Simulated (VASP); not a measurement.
A run of VASP 6.6.1:

INCAR

```
PREC     = Accurate       # precision mode
ENCUT    = 520            # plane-wave cutoff, eV
EDIFF    = 1E-6           # SCF threshold, eV
ISMEAR   = 0              # smearing method
SIGMA    = 0.05           # smearing width, eV
LREAL    = Auto         
LASPH    = True           # aspherical terms in the spheres
NELM     = 60             # most SCF steps
ALGO     = Normal         # electronic algorithm
ISIF     = 2              # what is computed and relaxed
LWAVE    = False          # write WAVECAR
LCHARG   = False          # write CHGCAR
GGA      = PS             # functional
NBANDS   = 56             # bands
```

KPOINTS

```
regular mesh
0
Gamma
  5 5 3
```

Contents of POSCAR:

```
Al3GaN4
1.0
    0.0000000000     -4.4069948432      0.0000000000
    0.0000000000      0.0000000000     -4.4069948432
    8.8139896863     -1.4688513812      1.4688513812
Al Ga N
6 2 8
Direct
    0.4796020400      1.0203979600      0.0612000000
    0.3129520400      1.1870479600      0.5612000000
   -0.0203979600      0.5203979600      0.0612000000
   -0.1870479600      0.6870479600      0.5612000000
    0.3962770400      0.6037229600      0.3112000000
    0.2296270400      0.7703729600      0.8112000000
   -0.1037229600      1.1037229600      0.3112000000
   -0.2703729600      1.2703729600      0.8112000000
    0.1941137813      0.8058862187      0.1835538588
    0.0274637813      0.9725362187      0.6835538588
    0.6835292165      0.3164707835      0.1835538588
    0.5168792165      0.4831207835      0.6835538588
   -0.0576251365      0.5682097013      0.9388461412
    0.1090248635      0.4015597013      0.4388461412
    0.4317902987      1.0576251365      0.9388461412
    0.5984402987      0.8909751365      0.4388461412
```

Potentials or basis: VASP PAW PBE potentials, release 64 (Al, Ga_d, N).

Launch:

```console
$ cat potpaw_PBE.64/Al/POTCAR potpaw_PBE.64/Ga_d/POTCAR potpaw_PBE.64/N/POTCAR > POTCAR
$ mpirun -np 1 vasp_std > vasp.out
```

Hardware: 1 thread of Intel(R) Xeon(R) 6975P-C (Granite Rapids), on a shared host.

Q: How long does it take, and how much memory?

A: Run time: 4.2 min on 1 thread of Intel(R) Xeon(R) 6975P-C (Granite Rapids) (shared host), peak memory 0.36 GiB. Counts: scf iterations 17, k points 24.
